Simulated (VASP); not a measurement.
Here is a VASP 6.6.1 calculation.

Contents of INCAR:

```
SYSTEM = Ti4Al9
PREC = Accurate
ENCUT = 520
EDIFF = 1E-6
ISMEAR = 0
SIGMA = 0.1
LREAL = .False.
LASPH = .True.
NELM = 80
ALGO = Normal
ISIF = 2
LWAVE = .False.
LCHARG = .False.
LDIPOL = .True.
IDIPOL = 3
DIPOL = 0.5 0.5 0.500
GGA = PS
NBANDS = 50
```

Contents of KPOINTS:

```
regular mesh
0
Gamma
  9 6 1
  0 0 0
```

Contents of POSCAR:

```
Ti4Al9
1.0
    3.9724249786      0.0000000000      0.0000000000
    0.0000000000      6.3340202875      0.0000000000
    0.0000000000      0.0000000000     22.4223014059
Al Ti
9 4
Direct
    0.0000000000      0.8103778562      0.3344884124
    0.5000000000      0.1233989978      0.3631059885
    0.5000000000      0.7155667843      0.4172442062
    0.5000000000      0.3077345708      0.4713824239
    0.0000000000      0.6207557124      0.5000000000
    0.5000000000      0.9337768540      0.5286175761
    0.5000000000      0.5259446405      0.5827557938
    0.5000000000      0.1181124270      0.6368940115
    0.0000000000      0.4311335686      0.6655115876
    0.0000000000      0.4327495880      0.3913879890
    0.0000000000      0.9983839807      0.4431004235
    0.0000000000      0.2431274442      0.5568995765
    0.0000000000      0.8087618369      0.6086120110
```

Potentials or basis: VASP PAW PBE potentials, release 64 (Al, Ti_sv).

Run with:

```console
$ cat potpaw_PBE.64/Al/POTCAR potpaw_PBE.64/Ti_sv/POTCAR > POTCAR
$ mpirun -np 1 vasp_std > vasp.out
```

Q: Estimate the band gap on the k mesh.

A: Zero (an odd number of electrons rules out a gap without spin polarisation).

Q: Predict the largest force.

A: 0.767 eV/Å.

Forces on the atoms (eV/Å):
```
Al   0.000  0.230 -0.075
Al   0.000  0.021  0.081
Al   0.000 -0.082 -0.403
Al   0.000  0.165 -0.170
Al   0.000  0.000  0.000
Al   0.000 -0.165  0.170
Al   0.000  0.082  0.403
Al   0.000 -0.021 -0.081
Al   0.000 -0.230  0.075
Ti   0.000 -0.661 -0.051
Ti   0.000  0.491  0.589
Ti   0.000 -0.491 -0.589
Ti   0.000  0.661  0.051
```

Caveat: the PAW data sets were made with another functional, which shifts forces and pressure a little.
